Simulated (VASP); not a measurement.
# GeBiO4 (P4/mmm) in VASP: a series of runs

The runs below take GeBiO4 through single point, relaxation of cell and atoms, with PBE.

Everything below comes from runs of VASP 6.6.1. Logs are shortened: lines on timing, memory, paths and dates and some standing lists are left out, and cuts for length are marked.

## (1) The cell of the first run

It takes space group P4/mmm (No. 123, tetragonal). The conventional cell has a = 3.439 Å, b = 3.439 Å, c = 5.927 Å, α = 90.00°, β = 90.00°, γ = 90.00°. Within 3.6 Å of Ge (site symmetry 4/mmm) lie 16 O at 2.77 to 3.43 Å and 4 Ge at 3.44 Å. Bi (site symmetry 4/mmm) has 6 O at 1.64 to 1.72 Å within 2.2 Å. Within 2.3 Å of O (site symmetry mmm) lie 2 Bi at 1.72 Å. O (site symmetry 4mm) has 1 Bi at 1.64 Å within 2.2 Å.

## (2) Single point, PBE

The input, INCAR:

```
SYSTEM = GeBiO4
PREC = Accurate
ENCUT = 520
EDIFF = 1E-6
ISMEAR = 0
SIGMA = 0.1
LREAL = .FALSE.
LASPH = .TRUE.
NELM = 60
ALGO = Normal
ISIF = 2
LWAVE = .FALSE.
LCHARG = .FALSE.
GGA = PE
NBANDS = 36
```

The input, KPOINTS:

```
Automatic mesh
0
G
  6 6 4
  0 0 0
```

The input, POSCAR:

```
GeBiO4
1.0
    3.4388794800      0.0000000000      0.0000000000
    0.0000000000      3.4388794800      0.0000000000
    0.0000000000      0.0000000000      5.9273812400
Ge Bi O
1 1 4
Direct
    0.5000000000      0.5000000000      0.5000000000
    0.0000000000      0.0000000000      0.0000000000
    0.5000000000      0.0000000000      0.0000000000
    0.0000000000      0.5000000000      0.0000000000
    0.0000000000      0.0000000000      0.2770000100
    0.0000000000      0.0000000000      0.7229999900
```

Potentials or basis: VASP PAW PBE potentials, release 64 (Ge_d, Bi_d, O).

Run with:

```console
> cat potpaw_PBE.64/Ge_d/POTCAR potpaw_PBE.64/Bi_d/POTCAR potpaw_PBE.64/O/POTCAR > POTCAR
> mpirun -np 1 vasp_std > vasp.out
```

OUTCAR:

```text
SYSTEM = GeBiO4
   PREC = Accurate
   ENCUT = 520
   EDIFF = 1E-6
   ISMEAR = 0
   LREAL = .FALSE.
   LASPH = .TRUE.
   NELM = 60
   ISIF = 2
   GGA = PE

 ion  position               nearest neighbor table
   1  0.500  0.500  0.500-
   2  0.000  0.000  0.000-   5 1.64   6 1.64   3 1.72   4 1.72   4 1.72   3 1.72
   3  0.500  0.000  0.000-   2 1.72   2 1.72
   4  0.000  0.500  0.000-   2 1.72   2 1.72
   5  0.000  0.000  0.277-   2 1.64
   6  0.000  0.000  0.723-   2 1.64

  LATTYP: Found a simple tetragonal cell.
 ALAT       =     3.4388794800
 C/A-ratio  =     1.7236373867

  Lattice vectors:

 A1 = (   3.4388794800,   0.0000000000,   0.0000000000)
 A2 = (   0.0000000000,   3.4388794800,   0.0000000000)
 A3 = (   0.0000000000,   0.0000000000,   5.9273812400)

Analysis of symmetry for initial positions (statically):
=====================================================================
 Subroutine PRICEL returns:
 Original cell was already a primitive cell.

 Routine SETGRP: Setting up the symmetry group for a
 simple tetragonal supercell.

 Subroutine GETGRP returns: Found 16 space group operations
 (whereof 16 operations were pure point group operations)
 out of a pool of 16 trial point group operations.

The static configuration has the point symmetry D_4h.

Analysis of symmetry for dynamics (positions and initial velocities):
=====================================================================
 Subroutine PRICEL returns:
 Original cell was already a primitive cell.

 Routine SETGRP: Setting up the symmetry group for a
 simple tetragonal supercell.

 Subroutine GETGRP returns: Found 16 space group operations
 (whereof 16 operations were pure point group operations)
 out of a pool of 16 trial point group operations.

The dynamic configuration has the point symmetry D_4h.

 Subroutine INISYM returns: Found 16 space group operations
 (whereof 16 operations are pure point group operations),
 and found     1 'primitive' translations

----------------------------------------------------------------------------------------

                                     Primitive cell

  volume of cell :      70.0966

[... 88 lines left out ...]
   ISTART =      0    job   : 0-new  1-cont  2-samecut
   ICHARG =      2    charge: 1-file 2-atom 10-const
   ISPIN  =      1    spin polarized calculation?
   LNONCOLLINEAR =      F non collinear calculations
   LSORBIT =      F    spin-orbit coupling
   LASPH  =      T    aspherical Exc in radial PAW
   ENCUT  =  520.0 eV  38.22 Ry    6.18 a.u.   6.39  6.39 11.02*2*pi/ulx,y,z
   NELM   =     60;   NELMIN=  2; NELMDL= -5     # of ELM steps
   EDIFF  = 0.1E-05   stopping-criterion for ELM
   LREAL  =      F    real-space projection
   EDIFFG = 0.1E-04   stopping-criterion for IOM
   NSW    =      0    number of steps for IOM
   IBRION =     -1    ionic relax: 0-MD 1-quasi-New 2-CG
   NFREE  =      0    steps in history (QN), initial steepest desc. (CG)
   ISIF   =      2    stress and relaxation
   ISYM   =      2    0-nonsym 1-usesym 2-fastsym
   POTIM  = 0.5000    time-step for ionic-motion
   TEBEG  =    0.0;   TEEND  =   0.0 temperature during run
   PSTRESS=    0.0 pullay stress
   NELECT =      53.0000    total number of electrons
   NUPDOWN=      -1.0000    fix difference up-down
   EMIN   =  10.00;   EMAX   =-10.00  energy-range for DOS
   EFERMI =   0.00;   METHOD = LEGACY
   ISMEAR =     0;   SIGMA  =   0.10  broadening in eV -4-tet -1-fermi 0-gaus
   EFERMI_NEDOS =   21; number of points for ismear=-14 and -15
   IALGO  =     38    algorithm
   IMIX   =      4    mixing-type and parameters
     AMIX     =   0.40;   BMIX     =  1.00
     AMIX_MAG =   1.60;   BMIX_MAG =  1.00
  volume/ion in A,a.u.               =      11.68        78.84
  Fermi-wavevector in a.u.,A,eV,Ry     =   1.491424  2.818383 30.264068  2.224346
  Thomas-Fermi vector in A             =   2.604081
   LORBIT       =      0    0 simple, 1 ext, 2 COOP (PROOUT), +10 PAW based schemes
   GGA     = PE    functional components
   LHFCALC =     F    Hartree Fock is set to
   AEXX    =    0.0000 exact exchange contribution
   IVDW    =     0    specifies the selected vdW correction
   LEPSILON=     F    determine dielectric tensor
   LRPA    =     F    only Hartree local field effects (RPA)
 non-spin polarized calculation
 Gauss-broadening in eV      SIGMA  =   0.10
  energy-cutoff  :      520.00
  volume of cell :       70.10
 maximum number of plane-waves:      1904
 NGX is ok and might be reduce to    28
   NGX = 13   NGY = 13   NGZ = 23

 number of electron      52.9999977 magnetization

 Free energy of the ion-electron system (eV)
  ---------------------------------------------------
  ext. energy  EPLUGINS =         0.00000000
  ---------------------------------------------------
  free energy    TOTEN  =       -13.78668121 eV

  energy without entropy =      -13.77413034  energy(sigma->0) =      -13.78040578

 E-fermi :   6.4933     XC(G=0): -11.2217

 val. band max:        6.4537839196   @ k =   0.3333   0.1667   0.2500
 cond. band min:       6.5122032594   @ k =   0.3333   0.0000   0.2500
 fundamental gap:      0.0584193397
 Fermi energy:         6.4932546077

 k-point     1 :       0.0000    0.0000    0.0000
  band No.  band energies     occupation
      1     -19.9400      2.00000
      2     -19.5216      2.00000
      3     -19.3228      2.00000
      4     -19.2988      2.00000
      5     -19.2988      2.00000
      6     -19.2974      2.00000
[... 925 lines left out ...]
     35      19.3392      0.00000
     36      20.4329      0.00000

 [... further k-points ...]
[... 5 lines left out ...]
  --------------------------------------------------------------------------------------
  -------------------------------------------------------------------------------------
  Total       50.1853963     50.1853963     67.0385117      0.0000000     -0.0000000      0.0000000
  in kB     1147.0732919   1147.0732919   1532.2801434      0.0000000     -0.0000000      0.0000000
  external PRESSURE =    1275.4755757 kB  Pullay stress =       0.0000000 kB

 VOLUME and BASIS-vectors are now :
 -----------------------------------------------------------------------------
  energy-cutoff  :      520.00
  volume of cell :       70.10
      direct lattice vectors                 reciprocal lattice vectors
     3.438879480  0.000000000  0.000000000     0.290792395  0.000000000  0.000000000
     0.000000000  3.438879480  0.000000000     0.000000000  0.290792395  0.000000000
     0.000000000  0.000000000  5.927381240     0.000000000  0.000000000  0.168708568

 POSITION                                       TOTAL-FORCE (eV/Angst)
 -----------------------------------------------------------------------------------
      1.71944      1.71944      2.96369        -0.000000      0.000000      0.000000
      0.00000      0.00000      0.00000        -0.000000      0.000000      0.000000
      1.71944      0.00000      0.00000        -0.000000      0.000000      0.000000
      0.00000      1.71944      0.00000        -0.000000      0.000000      0.000000
      0.00000      0.00000      1.64188         0.000000     -0.000000     21.464773
      0.00000      0.00000      4.28550         0.000000     -0.000000    -21.464773
 -----------------------------------------------------------------------------------
    total drift:                                0.000000      0.000000     -0.000000

  FREE ENERGIE OF THE ION-ELECTRON SYSTEM (eV)
  ---------------------------------------------------
  free  energy   TOTEN  =       -13.7866812145 eV

  energy  without entropy=      -13.7741303388  energy(sigma->0) =      -13.78040578
```

stdout:

```text
POSCAR found type information on POSCAR GeBiO
 POSCAR found :  3 types and       6 ions
 scaLAPACK will be used
 LDA part: xc-table for (Slater+PW92), standard interpolation
 POSCAR, INCAR and KPOINTS ok, starting setup
 FFT: planning ... GRIDC
 FFT: planning ... GRID_SOFT
 FFT: planning ... GRID
 WAVECAR not read
 entering main loop
```

Run time: 2.6 min. Hardware: 1 thread of Intel Xeon 8259CL, shared host; peak memory 0.22 GiB.

Results:

```
Free energy   : -13.7867 eV
Pressure      : 127.5 GPa
Largest force : 21.465 eV/Å
```

Forces in eV/Å, atoms in the order of the input:
```
Ge    0.000   0.000   0.000
Bi    0.000   0.000   0.000
O     0.000   0.000   0.000
O     0.000   0.000   0.000
O     0.000   0.000  21.465
O     0.000   0.000 -21.465
```

Stress tensor (GPa, compression positive):
```
114.71   0.00   0.00
  0.00 114.71   0.00
  0.00   0.00 153.23
```

Caveat: spin-orbit coupling is left out, which moves the levels of the heavy elements; an odd number of electrons without spin polarisation forces a metal; a magnetic or distorted state may lie lower.

## (3) Single point, PBE

This run uses another cell than the first one, of 16.88 Å³/atom, 1.445 times its volume.

The input, INCAR:

```
SYSTEM = GeBiO4
PREC = Accurate
ENCUT = 520
EDIFF = 1E-6
ISMEAR = 0
SIGMA = 0.1
LREAL = .False.
LASPH = .True.
NELM = 60
ALGO = Normal
ISIF = 2
LWAVE = .False.
LCHARG = .False.
GGA = PE
NBANDS = 36
```

The input, KPOINTS:

```
regular mesh
0
Gamma
  6 6 4
  0 0 0
```

The input, POSCAR:

```
GeBiO4
1.0
    4.0066369381      0.0000000000      0.0000000000
    0.0000000000      4.0066369381      0.0000000000
    0.0000000000      0.0000000000      6.3096227572
Ge Bi O
1 1 4
Direct
    0.5000000000      0.5000000000      0.5000000000
    0.0000000000      0.0000000000      0.0000000000
    0.5000000000      0.0000000000      0.0000000000
    0.0000000000      0.5000000000      0.0000000000
    0.0000000000      0.0000000000      0.3437883079
    0.0000000000      0.0000000000      0.6562116921
```

Potentials or basis: VASP PAW PBE potentials, release 64 (Ge_d, Bi_d, O).

Run with:

```console
> cat potpaw_PBE.64/Ge_d/POTCAR potpaw_PBE.64/Bi_d/POTCAR potpaw_PBE.64/O/POTCAR > POTCAR
> mpirun -np 1 vasp_std > vasp.out
```

Wall time 4 min (1 thread of Intel Xeon 8259CL, shared host); peak memory 0.26 GiB.

Results (log left out):

```
Free energy   : -27.5140 eV
Pressure      : 0.1 GPa
Largest force : 0.065 eV/Å
```

Forces on the atoms (eV/Å):
```
Ge   0.000  0.000  0.000
Bi   0.000  0.000  0.000
O    0.000  0.000  0.000
O    0.000  0.000  0.000
O    0.000  0.000  0.065
O    0.000  0.000 -0.065
```

Stress tensor (GPa, compression positive):
```
 0.30  0.00  0.00
 0.00  0.30  0.00
 0.00  0.00 -0.15
```

Levels at points of the mesh, in eV from the Fermi level:
```csv
k point,band 24,band 25,band 26,band 27,band 28,band 29
"(0.00, 0.00, 0.00)",-1.01,-0.65,-0.65,-0.53,-0.11,1.51
"(0.50, 0.00, 0.00)",-1.07,-0.60,-0.28,-0.16,0.65,2.18
"(0.50, 0.50, 0.00)",-0.77,-0.15,-0.15,0.14,1.29,2.53
"(0.00, 0.00, 0.50)",-1.04,-1.04,-0.59,-0.59,0.76,2.51
"(0.50, 0.00, 0.50)",-1.06,-0.71,-0.58,0.56,0.92,2.17
"(0.50, 0.50, 0.50)",-0.94,-0.77,0.14,0.83,1.65,2.60
```

Caveat: spin-orbit coupling is left out, which moves the levels of the heavy elements; an odd number of electrons without spin polarisation forces a metal; a magnetic or distorted state may lie lower.

## (4) Single point, PBE

This run uses another cell than the first one, of 17.50 Å³/atom, 1.498 times its volume.

The input, INCAR:

```
SYSTEM = GeBiO4
PREC = Accurate
ENCUT = 520
EDIFF = 1E-6
ISMEAR = 0
SIGMA = 0.1
LREAL = .FALSE.
LASPH = .TRUE.
NELM = 80
ALGO = Normal
ISIF = 2
LWAVE = .FALSE.
LCHARG = .FALSE.
GGA = PE
NBANDS = 36
```

The input, KPOINTS:

```
Automatic mesh
0
G
  10 10 6
  0 0 0
```

The input, POSCAR:

```
GeBiO4
1.0
    4.0641868001      0.0000000000      0.0000000000
    0.0000000000      4.0641868001      0.0000000000
    0.0000000000      0.0000000000      6.3559964406
Ge Bi O
1 1 4
Direct
    0.5000000000      0.5000000000      0.5000000000
    0.0000000000      0.0000000000      0.0000000000
    0.5000000000      0.0000000000      0.0000000000
    0.0000000000      0.5000000000      0.0000000000
    0.0000000000      0.0000000000      0.3825044539
    0.0000000000      0.0000000000      0.6174955461
```

Run with:

```console
> cat potpaw_PBE.64/Ge_d/POTCAR potpaw_PBE.64/Bi_d/POTCAR potpaw_PBE.64/O/POTCAR > POTCAR
> mpirun -np 1 vasp_std > vasp.out
```

Run time: 11 min. Hardware: 1 thread of Intel Xeon 8259CL, shared host; peak memory 0.39 GiB.

Results (log left out):

```yaml
Free_energy: -27.7269 eV
Pressure: 0.2 GPa
Largest_force: 0.175 eV/Å
```

Forces on the atoms (eV/Å):
```
Ge   0.000  0.000  0.000
Bi   0.000  0.000  0.000
O    0.000  0.000  0.000
O    0.000  0.000  0.000
O    0.000  0.000 -0.175
O    0.000  0.000  0.175
```

Levels at points of the mesh, in eV from the Fermi level:
| k point | band 24 | band 25 | band 26 | band 27 | band 28 | band 29 | band 30 | band 31 |
| --- | --- | --- | --- | --- | --- | --- | --- | --- |
| (0.00, 0.00, 0.00) | -1.50 | -1.50 | -0.75 | -0.75 | 0.63 | 2.11 | 2.30 | 2.30 |
| (0.50, 0.00, 0.00) | -1.57 | -0.81 | -0.70 | -0.42 | 1.46 | 1.48 | 1.54 | 1.89 |
| (0.50, 0.50, 0.00) | -0.58 | -0.58 | -0.41 | 0.49 | 0.53 | 1.48 | 1.48 | 3.86 |
| (0.00, 0.00, 0.50) | -1.51 | -1.51 | -0.71 | -0.71 | 0.02 | 2.27 | 2.27 | 4.38 |
| (0.50, 0.00, 0.50) | -1.56 | -1.38 | -0.68 | -0.19 | 1.19 | 1.44 | 1.46 | 4.76 |
| (0.50, 0.50, 0.50) | -1.13 | -1.13 | -0.41 | 0.89 | 1.54 | 1.54 | 2.46 | 3.84 |

Caveat: spin-orbit coupling is left out, which moves the levels of the heavy elements; an odd number of electrons without spin polarisation forces a metal; a magnetic or distorted state may lie lower.

## (5) Relaxation of cell and atoms, PBE

The input, INCAR:

```
  PREC = Accurate
  ENCUT = 600
  EDIFF = 1E-7
  ISMEAR = 0
  SIGMA = 0.1
  LREAL = F
  LASPH = T
  NELM = 60
  ALGO = Normal
  ISIF = 3
  LWAVE = F
  LCHARG = F
  GGA = PE
  IBRION = 2
  NSW = 90
  EDIFFG = -0.04
```

The input, KPOINTS:

```
regular mesh
0
Gamma
  6 6 4
```

The input, POSCAR:

```
GeBiO4
1.0
    3.4388794800      0.0000000000      0.0000000000
    0.0000000000      3.4388794800      0.0000000000
    0.0000000000      0.0000000000      5.9273812400
Ge Bi O
1 1 4
Direct
    0.5000000000      0.5000000000      0.5000000000
    0.0000000000      0.0000000000      0.0000000000
    0.5000000000      0.0000000000      0.0000000000
    0.0000000000      0.5000000000      0.0000000000
    0.0000000000      0.0000000000      0.2770000100
    0.0000000000      0.0000000000      0.7229999900
```

Run with:

```console
> cat potpaw_PBE.64/Ge_d/POTCAR potpaw_PBE.64/Bi_d/POTCAR potpaw_PBE.64/O/POTCAR > POTCAR
> mpirun -np 1 vasp_std > vasp.out
```

Wall time 30 min (1 thread of Intel Xeon 8259CL, shared host); peak memory 0.25 GiB.

The run converged. Its results:

```yaml
Free_energy: -27.5832 eV
Relaxed_volume: 17.21 Å³/atom
Relaxed_cell: a = 4.052 Å, b = 4.052 Å, c = 6.291 Å, α = 90.00°, β = 90.00°, γ = 90.00°
Space_group_after_relaxing_to_0.05_Å: P4/mmm (No. 123)
Energy_gained_by_relaxing: 2296.4 meV/atom
Ionic_steps: 16
Pressure_after_relaxing: -0.1 GPa
Largest_force_after_relaxing: 0.016 eV/Å
```

Forces on the atoms (eV/Å):
```
Ge   0.000  0.000  0.000
Bi   0.000  0.000  0.000
O    0.000  0.000  0.000
O    0.000  0.000  0.000
O    0.000  0.000  0.016
O    0.000  0.000 -0.016
```

Stress tensor (GPa, compression positive):
```
-0.17  0.00  0.00
 0.00 -0.17  0.00
 0.00  0.00  0.13
```

The path:
```tsv
step	energy change (eV)	largest force (eV/Å)	pressure (GPa)	volume (Å³)
1	0.0000	21.4608	127.31	70.10
2	7.5957	98.9532	-1.17	212.14
3	-12.9283	1.3668	-9.74	131.91
4	-13.0890	1.6374	-8.34	127.32
5	-13.2658	1.4545	-4.03	116.55
6	-12.5976	0.4561	16.90	91.38
7	-13.3195	1.2103	-1.88	113.06
8	-13.6588	0.1893	-0.93	110.38
9	-13.6808	0.6744	-0.51	109.55
10	-13.6810	0.5452	-0.57	109.66
11	-13.7158	0.2005	-0.89	108.54
12	-13.7615	0.4146	-1.21	105.12
13	-13.7748	0.2164	0.38	102.48
14	-13.7751	0.2385	0.19	102.78
15	-13.7783	0.0545	-0.03	103.19
16	-13.7784	0.0159	-0.07	103.26
```

Final structure:
```
Ge Bi O
1.0
     4.05162    0.00000    0.00000
     0.00000    4.05162    0.00000
     0.00000    0.00000    6.29054
Ge Bi O
1 1 4
Direct
  0.50000 0.50000 0.50000
  0.00000 0.00000 0.00000
  0.50000 0.00000 0.00000
  0.00000 0.50000 0.00000
  0.00000 0.00000 0.37996
  0.00000 0.00000 0.62004
```

Levels at points of the mesh, in eV from the Fermi level:
```csv
k point,band 25,band 26,band 27,band 28,band 29,band 30
"(0.00, 0.00, 0.00)",-1.76,-1.03,-1.03,0.48,1.72,2.18
"(0.50, 0.00, 0.00)",-1.03,-0.97,-0.58,1.18,1.29,1.35
"(0.50, 0.50, 0.00)",-0.82,-0.65,0.17,0.36,1.35,1.35
"(0.00, 0.00, 0.50)",-1.77,-0.98,-0.98,-0.16,2.15,2.15
"(0.50, 0.00, 0.50)",-1.63,-0.95,-0.34,0.97,1.29,1.30
"(0.50, 0.50, 0.50)",-1.41,-0.66,0.75,1.42,1.42,2.15
```

Caveat: the volume moved by over 15 % at a fixed basis, so the end points are rough; spin-orbit coupling is left out, which moves the levels of the heavy elements; an odd number of electrons without spin polarisation forces a metal; a magnetic or distorted state may lie lower.

## (6) Overview

| task | cell | k mesh | cutoff (eV) | gap on the mesh (eV) | pressure (GPa) | largest force (eV/Å) |
| --- | --- | --- | --- | --- | --- | --- |
| single point | a = 3.439, b = 3.439, c = 5.927 Å, 6 atoms | 6 × 6 × 4 | 520 | none | 127.5 | 21.46 |
| single point | a = 4.007, b = 4.007, c = 6.310 Å, 6 atoms | 6 × 6 × 4 | 520 | none | 0.1 | 0.07 |
| single point | a = 4.064, b = 4.064, c = 6.356 Å, 6 atoms | 10 × 10 × 6 | 520 | none | 0.2 | 0.17 |
| relaxation of cell and atoms | relaxed from a = 3.439, b = 3.439, c = 5.927 Å, 6 atoms | 6 × 6 × 4 | 600 | none | -0.1 | 0.02 |

Alike in all rows: level PBE; potentials or basis VASP PAW PBE potentials, release 64 (Ge_d, Bi_d, O); no spin polarisation; smearing gaussian 0.1 eV.

Caveats: spin-orbit coupling is left out, which moves the levels of the heavy elements; an odd number of electrons without spin polarisation forces a metal; a magnetic or distorted state may lie lower; the volume moved by over 15 % at a fixed basis, so the end points are rough (some runs).

Total energies depend on the potentials used, so only differences within one code and one set of settings carry meaning.
